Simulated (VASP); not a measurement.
Crystal: Ti.

```
Ti
1.0
     0.00000    2.03000    2.03000
     2.03000    0.00000    2.03000
     2.03000    2.03000    0.00000
Ti
1
Direct
  0.00000 0.00000 0.00000
```

This isn't the form of Ti at room conditions, which is hcp.

```yaml
Program: VASP 6.6.1
Task: relaxation of cell and atoms
Functional: RPBE
Potentials_or_basis: VASP PAW PBE potentials, release 64 (Ti_sv)
Cutoff: 600 eV
k_mesh: 11 × 11 × 11
Occupations: fermi-dirac, width 0.05 eV
Spin: no spin polarisation
```

At the start: pressure 7.2 GPa; volume 16.73 Å³/atom.

Problem. Where does the relaxation end?

Solution. Over 3 steps the energy falls by 24.2 meV/atom and the volume is 17.86 Å³/atom (+6.8 %); space group Fm-3m (No. 225, to 0.1 Å) before and after.

The path:
```
step  energy change (eV)  largest force (eV/Å)  pressure (GPa)  volume (Å³)
   1              0.0000                0.0000            7.17        16.73
   2             -0.0150                0.0000           -3.90        18.61
   3             -0.0242                0.0000           -0.04        17.86
```

Final structure:
```
CELL_PARAMETERS angstrom
0.00000 2.07482 2.07482
2.07482 0.00000 2.07482
2.07482 2.07482 0.00000
ATOMIC_POSITIONS crystal
Ti 0.00000 0.00000 0.00000
```

Caveat: the PAW data sets were made with another functional, which shifts forces and pressure a little.
